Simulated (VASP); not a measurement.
# CuI (F-43m) in VASP: vibrations by perturbation theory with PBEsol

Aim: the vibrations by perturbation theory of CuI with PBEsol.

All numbers are computed with VASP 6.6.1; they aren't measurements. Logs are shortened: lines on timing, memory, paths and dates and some standing lists are left out, and cuts for length are marked.

### Step 1. The cell of the first run

It takes space group F-43m (No. 216, cubic). Conventional cell: a = 5.939 Å, b = 5.939 Å, c = 5.939 Å, α = 90.00°, β = 90.00°, γ = 90.00°. Cu (site symmetry -43m) has 4 I at 2.57 Å within 3.4 Å. I (site symmetry -43m) has 4 Cu at 2.57 Å within 3.4 Å.

### Step 2. Vibrations by perturbation theory, PBEsol

INCAR

```
SYSTEM = CuI
  PREC = Accurate
  ENCUT = 520
  EDIFF = 1E-8
  ISMEAR = 0
  SIGMA = 0.01
  LREAL = .False.
  LASPH = .True.
  NELM = 100
  ALGO = Normal
  ISIF = 2
  LWAVE = .False.
  LCHARG = .False.
  GGA = PS
  NBANDS = 16
  IBRION = 8
  NSW = 1
  LEPSILON = .True.
```

KPOINTS

```
Automatic mesh
0
Gamma
  8 8 8
  0 0 0
```

POSCAR

```
CuI
1.0
    0.0000000000      2.9695838414      2.9695838414
    2.9695838414      0.0000000000      2.9695838414
    2.9695838414      2.9695838414      0.0000000000
Cu I
1 1
Direct
    0.2500000000      0.2500000000      0.2500000000
    0.0000000000      0.0000000000      0.0000000000
```

Potentials or basis: VASP PAW PBE potentials, release 64 (Cu, I).

Command:

```bash
> cat potpaw_PBE.64/Cu/POTCAR potpaw_PBE.64/I/POTCAR > POTCAR
> mpirun -np 1 vasp_std > vasp.out
```

OUTCAR:

```text
SYSTEM = CuI
   PREC = Accurate
   ENCUT = 520
   EDIFF = 1E-8
   ISMEAR = 0
   LREAL = .False.
   LASPH = .True.
   NELM = 100
   ISIF = 2
   GGA = PS
   IBRION = 8
   NSW = 1
   LEPSILON = .True.

 ion  position               nearest neighbor table
   1  0.250  0.250  0.250-   2 2.57   2 2.57   2 2.57   2 2.57
   2  0.000  0.000  0.000-   1 2.57   1 2.57   1 2.57   1 2.57

  LATTYP: Found a face centered cubic cell.
 ALAT       =     5.9391676828

  Lattice vectors:

 A1 = (   0.0000000000,   2.9695838414,   2.9695838414)
 A2 = (   2.9695838414,   0.0000000000,   2.9695838414)
 A3 = (   2.9695838414,   2.9695838414,   0.0000000000)

Analysis of symmetry for initial positions (statically):
=====================================================================
 Subroutine PRICEL returns:
 Original cell was already a primitive cell.

 Routine SETGRP: Setting up the symmetry group for a
 face centered cubic supercell.

 Subroutine GETGRP returns: Found 24 space group operations
 (whereof 24 operations were pure point group operations)
 out of a pool of 48 trial point group operations.

The static configuration has the point symmetry T_d .

Analysis of symmetry for dynamics (positions and initial velocities):
=====================================================================
 Subroutine PRICEL returns:
 Original cell was already a primitive cell.

 Routine SETGRP: Setting up the symmetry group for a
 face centered cubic supercell.

 Subroutine GETGRP returns: Found 24 space group operations
 (whereof 24 operations were pure point group operations)
 out of a pool of 48 trial point group operations.

The dynamic configuration has the point symmetry T_d .

 Subroutine INISYM returns: Found 24 space group operations
 (whereof 24 operations are pure point group operations),
 and found     1 'primitive' translations

[... 688 lines left out ...]
     0.00000  4.22720  0.01505

 MACROSCOPIC STATIC DIELECTRIC TENSOR (including local field effects in DFT)
 ------------------------------------------------------
           6.899352     0.000000     0.000000
           0.000000     6.899352     0.000000
           0.000000     0.000000     6.899352
 ------------------------------------------------------

 PIEZOELECTRIC TENSOR (including local field effects)  for field in x, y, z        (e  Angst)
          XX          YY          ZZ          XY          YZ          ZX
  --------------------------------------------------------------------------------
  x     0.00000    -0.00000     0.00000     0.00000     1.06736    -0.00000
  y     0.00000    -0.00000    -0.00000     0.00000    -0.00000     1.06736
  z    -0.00000    -0.00000    -0.00000     1.06736     0.00000     0.00000

 PIEZOELECTRIC TENSOR (including local field effects)  for field in x, y, z        (C/m^2)
          XX          YY          ZZ          XY          YZ          ZX
  --------------------------------------------------------------------------------
  x     0.00000    -0.00000     0.00000     0.00000     0.32652    -0.00000
  y     0.00000    -0.00000    -0.00000     0.00000    -0.00000     0.32652
  z    -0.00000    -0.00000    -0.00000     0.32652     0.00000     0.00000

 BORN EFFECTIVE CHARGES (including local field effects) (in |e|, cummulative output)
 ---------------------------------------------------------------------------------
 ion    1
    1     1.03412     0.00000    -0.00000
    2    -0.00000     1.03412    -0.00000
    3     0.00000     0.00000     1.03412
 ion    2
    1    -1.03412     0.00000     0.00000
    2     0.00000    -1.03412     0.00000
    3     0.00000     0.00000    -1.03412

 INTERNAL STRAIN TENSOR FOR ION    2 for displacements in x,y,z  (eV/Angst):
          X           Y           Z          XY          YZ          ZX
  --------------------------------------------------------------------------------
  x    -0.00000     0.00000     0.00000     0.00000     4.22720     0.00000
  y     0.00000    -0.00000     0.00000     0.00000     0.00000     4.22720
  z     0.00000     0.00000    -0.00000     4.22720     0.00000     0.00000

 SECOND DERIVATIVES (NOT SYMMETRIZED)
 ------------------------------------
               1X          1Y          1Z          2X          2Y          2Z
  1X    -3.250020    0.000000    0.000000    3.250020    0.000000    0.000000
  1Y     0.000000   -3.250020    0.000000    0.000000    3.250020    0.000000
  1Z     0.000000    0.000000   -3.250020    0.000000    0.000000    3.250020
  2X     3.270772    0.000000    0.000000   -3.270772    0.000000    0.000000
  2Y     0.000000    3.270772    0.000000    0.000000   -3.270772    0.000000
  2Z     0.000000    0.000000    3.270772    0.000000    0.000000   -3.270772

 Eigenvectors and eigenvalues of the dynamical matrix
 ----------------------------------------------------

   1 f  =    4.335758 THz    27.242374 2PiTHz  144.625335 cm-1    17.931248 meV
             X         Y         Z           dx          dy          dz
      1.484792  1.484792  1.484792    -0.000000   -0.815426    0.000000
      0.000000  0.000000  0.000000     0.000000    0.578861    0.000000
[... 21 lines left out ...]
   6 f/i=    0.006513 THz     0.040924 2PiTHz    0.217260 cm-1     0.026937 meV
             X         Y         Z           dx          dy          dz
      1.484792  1.484792  1.484792    -0.348146    0.462465    0.000000
      0.000000  0.000000  0.000000    -0.490424    0.651463    0.000000

--------------------------------------------------------------------------------------------------------

 MACROSCOPIC STATIC DIELECTRIC TENSOR IONIC CONTRIBUTION
 ------------------------------------------------------
           1.133234    -0.000000     0.000000
          -0.000000     1.133234     0.000000
           0.000000     0.000000     1.133234
 ------------------------------------------------------

 ELASTIC MODULI CONTR FROM IONIC RELAXATION (kBar)
 Direction    XX          YY          ZZ          XY          YZ          ZX
 --------------------------------------------------------------------------------
 XX          -0.0000      0.0000      0.0000     -0.0000      0.0000     -0.0000
 YY           0.0000     -0.0000      0.0000     -0.0000     -0.0000      0.0000
 ZZ           0.0000      0.0000     -0.0000      0.0000     -0.0000     -0.0000
 XY          -0.0000     -0.0000      0.0000   -180.7995     -0.0000     -0.0000
 YZ           0.0000     -0.0000     -0.0000     -0.0000   -180.7995      0.0000
 ZX          -0.0000      0.0000     -0.0000     -0.0000      0.0000   -180.7995
 --------------------------------------------------------------------------------

 PIEZOELECTRIC TENSOR IONIC CONTR  for field in x, y, z        (C/m^2)
          XX          YY          ZZ          XY          YZ          ZX
  --------------------------------------------------------------------------------
  x     0.00000    -0.00000    -0.00000    -0.00000    -0.42592     0.00000
  y    -0.00000     0.00000    -0.00000    -0.00000     0.00000    -0.42592
  z    -0.00000    -0.00000     0.00000    -0.42592    -0.00000    -0.00000
```

Run time: 8.2 min. Hardware: 1 thread of Intel Xeon Platinum 8259CL at 2.50GHz (Skylake/Cascade Lake), shared host; peak memory 0.36 GiB.

Results:

```
Electronic dielectric tensor (diagonal)                 : 6.90
Born charges (mean of the diagonal)                     : Cu +1.03; I -1.03 e
Highest phonon frequency at Γ, LO-TO splitting left out : 145 cm⁻¹
```

Phonon frequencies in cm⁻¹ (negative: imaginary):
| q point | frequencies |
| --- | --- |
| (0.000, 0.000, 0.000) | 0 0 0 145 145 145 |

Electronic dielectric tensor:
```
6.90 0.00 0.00
0.00 6.90 0.00
0.00 0.00 6.90
```

Born effective charge tensors (e):
atom 1, Cu
```
1.03 0.00 0.00
0.00 1.03 0.00
0.00 0.00 1.03
```
atom 2, I
```
-1.03  0.00  0.00
 0.00 -1.03  0.00
 0.00  0.00 -1.03
```

Caveat: spin-orbit coupling is left out, which moves the levels of the heavy elements.
